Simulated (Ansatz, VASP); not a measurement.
# Two plane-wave programs on Sr

Contents of INCAR:

```
SYSTEM = Sr
  PREC = Accurate
  ENCUT = 520
  EDIFF = 1E-6
  ISMEAR = -1
  SIGMA = 0.1
  LREAL = .FALSE.
  LASPH = .TRUE.
  NELM = 60
  ALGO = Normal
  ISIF = 2
  LWAVE = .FALSE.
  LCHARG = .TRUE.
  GGA = CA
  LELF = .TRUE.
  LVHAR = .TRUE.
  NBANDS = 28
```

KPOINTS

```
Automatic mesh
0
G
  10 10 3
  0 0 0
```

File POSCAR:

```
Sr
1.0
    4.2608334388      0.0000000000      0.0000000000
   -2.1304167194      3.6899899993      0.0000000000
    0.0000000000      0.0000000000     13.9374231890
Sr
4
Direct
    0.0000000000      0.0000000000      1.0000000000
    0.0000000000      0.0000000000      0.5000000000
    0.3333333333      0.6666666667      0.2500000000
    0.6666666667      0.3333333333      0.7500000000
```

Input for Ansatz:

```yaml
crystal:
  lattice:
    - [4.2608334388, 0.0, 0.0]
    - [-2.1304167194, 3.6899899993, 0.0]
    - [0.0, 0.0, 13.937423189]
  atoms:
    - { symbol: Sr, position: [0.0, 0.0, 1.0] }
    - { symbol: Sr, position: [0.0, 0.0, 0.5] }
    - { symbol: Sr, position: [0.3333333333, 0.6666666667, 0.25] }
    - { symbol: Sr, position: [0.6666666667, 0.3333333333, 0.75] }
hamiltonian:
  xc: lda
  pseudopotentials:
    kind: paw
    azcp:
      Sr: "pseudopotentials/Sr.paw.azcp"
basis:
  ecutwfc: 420
  fft_grid_basis: typed
kpoints:
  mp_grid: { grid: [10, 10, 3], shift: [0, 0, 0] }
magnetization:
  spin_polarized: false
scf:
  occupations: { method: fermi_dirac, width: 0.1 }
  lower_state_search: "off"
output:
  stress: true
```

Alike in both runs: task single point; functional LDA; k mesh 10 × 10 × 3; occupations fermi-dirac, width 0.1 eV; no spin polarisation.

|  | VASP | Ansatz |
| --- | --- | --- |
| version | VASP 6.6.1 | Ansatz 0.2.0 |
| potentials or method | VASP PAW LDA potentials, release 64 (Sr_sv), cutoff 520 eV | plane waves (420 eV) with PAW, scalar-relativistic |
| valence electrons in the cell | 40 | 40 |

|  | VASP | Ansatz | Ansatz less VASP |
| --- | --- | --- | --- |
| pressure (GPa) | -1.3 | -1.3 | 0.00 |

Ansatz warns that its potentials were made for another functional, while VASP's fit it. LDA's correlation is that of Perdew and Zunger in VASP and of Perdew and Wang (1992) in Ansatz.
